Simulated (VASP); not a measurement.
# Sb: single point with PBE+D4

Crystal: Sb.

```
Sb
1.0
     3.06833    0.00000    0.00000
     0.00000    3.06833    0.00000
     0.00000    0.00000    3.06833
Sb
1
Direct
  0.00000 0.00000 0.00000
```

```json
{"Program": "VASP 6.6.1", "Task": "single point", "Functional": "PBE", "Dispersion": "D4", "Potentials or basis": "VASP PAW PBE potentials, release 64 (Sb)", "Cutoff": "520 eV", "k mesh": "8 × 8 × 8", "Occupations": "fermi-dirac, width 0.05 eV", "Spin": "no spin polarisation", "Dipole correction": "no", "Further INCAR settings": "ALGO = Normal; EDIFF = 1e-06; NBANDS = 8"}
```

| Quantity | Value |
| --- | --- |
| Pressure | 0.0 GPa |
| Dispersion energy per atom | -0.533 eV |

Levels at points of the mesh, in eV from the Fermi level:
```csv
k point,band 1,band 2,band 3,band 4,band 5,band 6
"(0.00, 0.00, 0.00)",-12.58,3.41,3.41,3.41,7.01,7.01
"(0.50, 0.00, 0.00)",-10.04,-5.75,5.52,5.52,9.15,10.73
"(0.50, 0.50, 0.00)",-7.33,-3.63,-3.63,2.11,7.70,13.16
"(0.50, 0.50, 0.50)",-4.28,-1.63,-1.63,-1.63,4.84,4.84
```

It took 2.7 s on 1 thread of Intel(R) Xeon(R) 6975P-C (Granite Rapids) (shared host), peak memory 0.13 GiB.

Caveat: spin-orbit coupling is left out, which moves the levels of the heavy elements; pairwise dispersion overbinds metals, which lowers pressure and volume.
